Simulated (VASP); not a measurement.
# KCdCO3F (P-6m2) in VASP: settings compared

The runs below take KCdCO3F through single point, relaxation of cell and atoms, with PBE, r2SCAN.

Everything below comes from runs of VASP 6.6.1. Logs are shortened: lines on timing, memory, paths and dates and some standing lists are left out, and cuts for length are marked.

## Step 1: The cell of the first run

It takes space group P-6m2 (No. 187, hexagonal). The conventional cell has a = 5.042 Å, b = 5.042 Å, c = 4.424 Å, α = 90.00°, β = 90.00°, γ = 120.00°. K (site symmetry -6m2) has 6 O at 2.75 Å and 3 F at 2.91 Å and 6 Cd at 3.66 Å and 6 C at 3.66 Å within 3.7 Å. Cd (site symmetry -6m2) has 2 F at 2.21 Å and 6 O at 2.53 Å and 3 C at 2.91 Å within 3.0 Å. Within 1.7 Å of C (site symmetry -6m2) lie 3 O at 1.28 Å. Within 1.7 Å of O (site symmetry mm2) lie 1 C at 1.28 Å. F (site symmetry -6m2) has 2 Cd at 2.21 Å and 3 K at 2.91 Å within 3.0 Å.

## Step 2: Single point, PBE

Contents of INCAR:

```
ALGO = Normal
EDIFF = 1E-6
ENCUT = 520
GGA = PE
ISIF = 2
ISMEAR = -1
LASPH = True
LCHARG = False
LREAL = False
LWAVE = False
NBANDS = 34
NELM = 60
PREC = Accurate
SIGMA = 0.02
```

Contents of KPOINTS:

```
k-points
0
Gamma
  6 6 6
```

Contents of POSCAR:

```
KCdCO3F
1.0
    5.0419290544      0.0000000000      0.0000000000
   -2.5209645272      4.3664386452      0.0000000000
    0.0000000000      0.0000000000      4.4240642674
K Cd C O F
1 1 1 3 1
Direct
    0.0000000000      0.0000000000      0.0000000000
    0.6666666667      0.3333333333      0.5000000000
    0.3333333333      0.6666666667      0.5000000000
    0.1864134964      0.3728269928      0.5000000000
    0.1864134964      0.8135865036      0.5000000000
    0.6271730072      0.8135865036      0.5000000000
    0.6666666667      0.3333333333      0.0000000000
```

Potentials or basis: VASP PAW PBE potentials, release 64 (K_sv, Cd, C, O, F).

Launch:

```sh
$ cat potpaw_PBE.64/K_sv/POTCAR potpaw_PBE.64/Cd/POTCAR potpaw_PBE.64/C/POTCAR potpaw_PBE.64/O/POTCAR potpaw_PBE.64/F/POTCAR > POTCAR
$ mpirun -np 1 vasp_std > vasp.out
```

OUTCAR:

```text
EDIFF = 1E-6
   ENCUT = 520
   GGA = PE
   ISIF = 2
   ISMEAR = -1
   LASPH = True
   LREAL = False
   NELM = 60
   PREC = Accurate

 ion  position               nearest neighbor table
   1  0.000  0.000  0.000-   5 2.75   6 2.75   5 2.75   6 2.75   4 2.75   4 2.75   2 3.66   2 3.66
                             2 3.66   2 3.66   2 3.66   2 3.66
   2  0.667  0.333  0.500-   7 2.21   7 2.21   4 2.53   6 2.53   5 2.53   5 2.53   4 2.53   6 2.53
                             3 2.91   3 2.91   3 2.91   1 3.66   1 3.66   1 3.66   1 3.66   1 3.66
   3  0.333  0.667  0.500-   5 1.28   6 1.28   4 1.28   2 2.91   2 2.91   2 2.91
   4  0.186  0.373  0.500-   3 1.28   2 2.53   2 2.53   1 2.75   1 2.75
   5  0.186  0.814  0.500-   3 1.28   2 2.53   2 2.53   1 2.75   1 2.75
   6  0.627  0.814  0.500-   3 1.28   2 2.53   2 2.53   1 2.75   1 2.75
   7  0.667  0.333  0.000-   2 2.21   2 2.21

  LATTYP: Found a hexagonal cell.
 ALAT       =     5.0419290544
 C/A-ratio  =     0.8774546844

  Lattice vectors:

 A1 = (   5.0419290544,   0.0000000000,   0.0000000000)
 A2 = (  -2.5209645272,   4.3664386452,   0.0000000000)
 A3 = (   0.0000000000,   0.0000000000,   4.4240642674)

Analysis of symmetry for initial positions (statically):
=====================================================================
 Subroutine PRICEL returns:
 Original cell was already a primitive cell.

 Routine SETGRP: Setting up the symmetry group for a
 hexagonal supercell.

 Subroutine GETGRP returns: Found 12 space group operations
 (whereof 12 operations were pure point group operations)
 out of a pool of 24 trial point group operations.

The static configuration has the point symmetry D_3h.

Analysis of symmetry for dynamics (positions and initial velocities):
=====================================================================
 Subroutine PRICEL returns:
 Original cell was already a primitive cell.

 Routine SETGRP: Setting up the symmetry group for a
 hexagonal supercell.

 Subroutine GETGRP returns: Found 12 space group operations
 (whereof 12 operations were pure point group operations)
 out of a pool of 24 trial point group operations.

The dynamic configuration has the point symmetry D_3h.

 Subroutine INISYM returns: Found 12 space group operations
 (whereof 12 operations are pure point group operations),
 and found     1 'primitive' translations

----------------------------------------------------------------------------------------

[... 106 lines left out ...]
   IBRION =     -1    ionic relax: 0-MD 1-quasi-New 2-CG
   NFREE  =      0    steps in history (QN), initial steepest desc. (CG)
   ISIF   =      2    stress and relaxation
   ISYM   =      2    0-nonsym 1-usesym 2-fastsym
   POTIM  = 0.5000    time-step for ionic-motion
   TEBEG  =    0.0;   TEEND  =   0.0 temperature during run
   PSTRESS=    0.0 pullay stress
   NELECT =      50.0000    total number of electrons
   NUPDOWN=      -1.0000    fix difference up-down
   EMIN   =  10.00;   EMAX   =-10.00  energy-range for DOS
   EFERMI =   0.00;   METHOD = LEGACY
   ISMEAR =    -1;   SIGMA  =   0.02  broadening in eV -4-tet -1-fermi 0-gaus
   EFERMI_NEDOS =   21; number of points for ismear=-14 and -15
   IALGO  =     38    algorithm
   IMIX   =      4    mixing-type and parameters
     AMIX     =   0.40;   BMIX     =  1.00
     AMIX_MAG =   1.60;   BMIX_MAG =  1.00
  volume/ion in A,a.u.               =      13.91        93.90
  Fermi-wavevector in a.u.,A,eV,Ry     =   1.310840  2.477128 23.378908  1.718301
  Thomas-Fermi vector in A             =   2.441343
   LORBIT       =      0    0 simple, 1 ext, 2 COOP (PROOUT), +10 PAW based schemes
   GGA     = PE    functional components
   LHFCALC =     F    Hartree Fock is set to
   AEXX    =    0.0000 exact exchange contribution
   IVDW    =     0    specifies the selected vdW correction
   LEPSILON=     F    determine dielectric tensor
   LRPA    =     F    only Hartree local field effects (RPA)
 non-spin polarized calculation
  energy-cutoff  :      520.00
  volume of cell :       97.40
 maximum number of plane-waves:      2645
 NGX is ok and might be reduce to    40
   NGX = 19   NGY = 19   NGZ = 17

 number of electron      49.9999995 magnetization

 Free energy of the ion-electron system (eV)
  ---------------------------------------------------
  ext. energy  EPLUGINS =         0.00000000
  ---------------------------------------------------
  free energy    TOTEN  =       -39.74826791 eV

  energy without entropy =      -39.74826791  energy(sigma->0) =      -39.74826791

 E-fermi :   0.7426     XC(G=0):  -9.4656

 val. band max:        0.1967492837   @ k =   0.0000   0.0000   0.5000
 cond. band min:       2.1927935278   @ k =   0.0000   0.0000   0.0000
 fundamental gap:      1.9960442440
 Fermi energy:         0.7425746615

 k-point     1 :       0.0000    0.0000    0.0000
  band No.  band energies     occupation
      1     -27.4553      2.00000
      2     -21.8554      2.00000
      3     -21.5593      2.00000
      4     -18.4969      2.00000
      5     -18.4969      2.00000
      6     -11.0191      2.00000
[... 877 lines left out ...]
     33      10.7168      0.00000
     34      11.0660      0.00000

 [... further k-points ...]

------------------------ aborting loop because EDIFF is reached ----------------------------------------

  FORCE on cell =-STRESS in cart. coord.  units (eV):
  Direction    XX          YY          ZZ          XY          YZ          ZX
  --------------------------------------------------------------------------------------
  -------------------------------------------------------------------------------------
  Total        3.4467745      3.4467745      2.0857704      0.0000000     -0.0000000      0.0000000
  in kB       56.6993303     56.6993303     34.3108576      0.0000000     -0.0000000      0.0000000
  external PRESSURE =      49.2365061 kB  Pullay stress =       0.0000000 kB

 VOLUME and BASIS-vectors are now :
 -----------------------------------------------------------------------------
  energy-cutoff  :      520.00
  volume of cell :       97.40
      direct lattice vectors                 reciprocal lattice vectors
     5.041929054  0.000000000  0.000000000     0.198336785  0.114509796  0.000000000
    -2.520964527  4.366438645  0.000000000     0.000000000  0.229019593  0.000000000
     0.000000000  0.000000000  4.424064267     0.000000000  0.000000000  0.226036499

 POSITION                                       TOTAL-FORCE (eV/Angst)
 -----------------------------------------------------------------------------------
      0.00000      0.00000      0.00000         0.000000     -0.000000     -0.000000
      2.52096      1.45548      2.21203         0.000000     -0.000000     -0.000000
     -0.00000      2.91096      2.21203         0.000000     -0.000000     -0.000000
      0.00000      1.62793      2.21203        -0.000000     -0.724064      0.000000
     -1.11114      3.55248      2.21203        -0.627058      0.362032     -0.000000
      1.11114      3.55248      2.21203         0.627058      0.362032     -0.000000
      2.52096      1.45548      0.00000         0.000000     -0.000000     -0.000000
 -----------------------------------------------------------------------------------
    total drift:                               -0.000005      0.000003      0.000000

  FREE ENERGIE OF THE ION-ELECTRON SYSTEM (eV)
  ---------------------------------------------------
  free  energy   TOTEN  =       -39.7482679144 eV

  energy  without entropy=      -39.7482679144  energy(sigma->0) =      -39.74826791
```

OSZICAR:

```text
N       E                     dE             d eps       ncg     rms          rms(c)
DAV:   1     0.409325168559E+03    0.40933E+03   -0.27228E+04  1904   0.145E+03
DAV:   2    -0.170939328108E+02   -0.42642E+03   -0.40777E+03  2206   0.384E+02
DAV:   3    -0.440402621659E+02   -0.26946E+02   -0.26784E+02  2324   0.100E+02
DAV:   4    -0.447640612916E+02   -0.72380E+00   -0.72278E+00  3200   0.133E+01
DAV:   5    -0.447676905818E+02   -0.36293E-02   -0.36286E-02  2326   0.980E-01    0.148E+01
DAV:   6    -0.398045446760E+02    0.49631E+01   -0.15103E+01  2304   0.412E+01    0.853E+00
DAV:   7    -0.397924115106E+02    0.12133E-01   -0.21473E+00  2232   0.962E+00    0.560E+00
DAV:   8    -0.397638342998E+02    0.28577E-01   -0.51388E-01  2298   0.469E+00    0.106E+00
DAV:   9    -0.397464092256E+02    0.17425E-01   -0.13266E-01  2408   0.285E+00    0.476E-01
DAV:  10    -0.397475354484E+02   -0.11262E-02   -0.15857E-02  2120   0.947E-01    0.185E-01
DAV:  11    -0.397479121786E+02   -0.37673E-03   -0.13068E-03  2166   0.227E-01    0.756E-02
DAV:  12    -0.397482208216E+02   -0.30864E-03   -0.26595E-04  1998   0.117E-01    0.317E-02
DAV:  13    -0.397482666164E+02   -0.45795E-04   -0.46726E-05  2190   0.582E-02    0.716E-03
DAV:  14    -0.397482678516E+02   -0.12352E-05   -0.71183E-06  2308   0.199E-02    0.438E-03
DAV:  15    -0.397482679144E+02   -0.62787E-07   -0.11728E-06  1506   0.959E-03
   1 F= -.39748268E+02 E0= -.39748268E+02  d E =-.667002E-13
```

Run time: 2.4 min. Hardware: 1 thread of Oxide Virtual Turin-like, shared host; peak memory 0.26 GiB.

Results:

```
Free energy            : -39.7483 eV
Pressure               : 4.9 GPa
Largest force          : 0.724 eV/Å
Band gap on the k mesh : 2.00 eV
```

Forces in eV/Å, atoms in the order of the input:
```
K    0.000  0.000  0.000
Cd   0.000  0.000  0.000
C    0.000  0.000  0.000
O    0.000 -0.724  0.000
O   -0.627  0.362  0.000
O    0.627  0.362  0.000
F    0.000  0.000  0.000
```

Caveat: the cell stands under pressure. A k mesh can miss the band edges.

[end of part 1 of 3]
